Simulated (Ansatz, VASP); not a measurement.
ZrC in VASP and in Ansatz

```
CELL_PARAMETERS angstrom
0.00000 2.30321 2.35021
2.30321 0.00000 2.35021
2.30321 2.30321 0.00000
ATOMIC_POSITIONS crystal
Zr 0.50000 0.50000 0.50000
C 0.00000 0.00000 0.00000
```

Change from the starting cell: equal xx and yy strain of -2 %.

Alike in both runs: task single point; functional PBEsol; k mesh 15 × 15 × 15; occupations fermi-dirac, width 0.05 eV; no spin polarisation.

|  | VASP | Ansatz |
| --- | --- | --- |
| version | VASP 6.6.1 | Ansatz 0.2.0 |
| potentials or method | VASP PAW PBE potentials, release 64 (Zr_sv, C), cutoff 520 eV | all-electron LAPW, scalar-relativistic |

|  | VASP | Ansatz | Ansatz less VASP |
| --- | --- | --- | --- |
| pressure (GPa) | 5.6 | 5.2 | -0.35 |
| traceless stress, the component that is largest in VASP (GPa) | -5.63 | -5.59 | +0.042 |

VASP's potentials were made for PBE, not for PBEsol. Ansatz ran all-electron here, and VASP with PAW potentials.
